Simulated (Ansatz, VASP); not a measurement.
# As in VASP and in Ansatz

```
As
1.0
     0.00000    2.18586    2.18586
     2.18586    0.00000    2.18586
     2.18586    2.18586    0.00000
As
1
Direct
  0.00000 0.00000 0.00000
```

Alike in both runs: task single point; functional PBE; k mesh 21 × 21 × 21; occupations fermi-dirac, width 0.1 eV; no spin polarisation.

```csv
,VASP,Ansatz
version,VASP 6.6.1,Ansatz 0.2.0
potentials or method,"VASP PAW PBE potentials, release 64 (As), cutoff 520 eV","plane waves (420 eV) with PAW, scalar-relativistic"
valence electrons in the cell,5,15
```

```tsv
	VASP	Ansatz	Ansatz less VASP
pressure (GPa)	-5.2	-5.2	0.00
```

VASP's potentials hold 5 valence electrons a cell and Ansatz's 15, so a difference there can come from the potentials and not from the codes.
